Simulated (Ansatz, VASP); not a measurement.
## Two plane-wave programs on Mo

```
Mo
1.0
    -1.57543    1.57543    1.57543
     1.57543   -1.57543    1.57543
     1.57543    1.57543   -1.57543
Mo
1
Direct
  0.00000 0.00000 0.00000
```

Alike in both runs: functional r2SCAN; k mesh 19 × 19 × 19; no spin polarisation.

Ansatz relaxed the structure, and its values are those at the end. VASP's run is a single point on that final structure, the one shown.

|  | VASP | Ansatz |
| --- | --- | --- |
| version | VASP 6.6.1 | Ansatz 0.2.0 |
| potentials or method | VASP PAW PBE potentials, release 64 (Mo_sv) | plane waves, PAW |
| plane-wave cutoff (eV) | 520 | 500 |
| occupations | methfessel-paxton of order 1, width 0.1 eV | cold |
| valence electrons in the cell | 14 | 14 |

VASP gave:

- pressure (GPa): 1.2

Problem. Which values does Ansatz return?

Solution. Pressure (GPa): 0.0.

VASP's potentials were made for PBE, not for r2SCAN. Ansatz's warnings: stress scf threshold loose.
